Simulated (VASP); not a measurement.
The system is ZrPdSe4.

```
Zr Pd Se
1.0
     4.92885    0.00000    0.00000
    -2.46442    4.26851    0.00000
     0.00000    0.00000    5.67436
Zr Pd Se
1 1 4
Cartesian
  0.0000 0.0000 0.0000
  0.0000 0.0000 2.8372
  0.0000 2.8457 4.3601
  0.0000 2.8457 1.3142
  2.4644 1.4228 4.3601
  2.4644 1.4228 1.3142
```

The cell was built from a structure type or drawn by symmetry, and may not be a known phase.

| Item | Value |
| --- | --- |
| Program | VASP 6.6.1 |
| Task | relaxation of cell and atoms |
| Functional | PBE |
| Potentials or basis | VASP PAW PBE potentials, release 64 (Zr_sv, Pd, Se) |
| Cutoff | 600 eV |
| k mesh | 6 × 6 × 4 |
| Occupations | gaussian, width 0.1 eV |
| Spin | no spin polarisation |

At the start: pressure 0.5 GPa; volume 19.90 Å³/atom.

Q: Where does the relaxation end?

A: Over 4 steps the energy falls by 3.1 meV/atom and the volume is 20.15 Å³/atom (+1.3 %); space group P6/mmm (No. 191, to 0.1 Å) before and after.

Step by step:
```tsv
step	energy change (eV)	largest force (eV/Å)	pressure (GPa)	volume (Å³)
1	0.0000	0.2246	0.54	119.38
2	-0.0104	0.1682	-0.14	120.55
3	-0.0134	0.1211	-0.73	121.64
4	-0.0183	0.0050	0.02	120.89
```

Final structure:
```xyz
6
Lattice="4.9371 0.0000 0.0000 -2.4686 4.2757 0.0000 0.0000 0.0000 5.7270" Properties=species:S:1:pos:R:3 pbc="T T T"
Zr    0.0000    0.0000    0.0000
Pd    0.0000    0.0000    2.8635
Se    0.0000    2.8504    4.4349
Se    0.0000    2.8504    1.2921
Se    2.4686    1.4252    4.4349
Se    2.4686    1.4252    1.2921
```
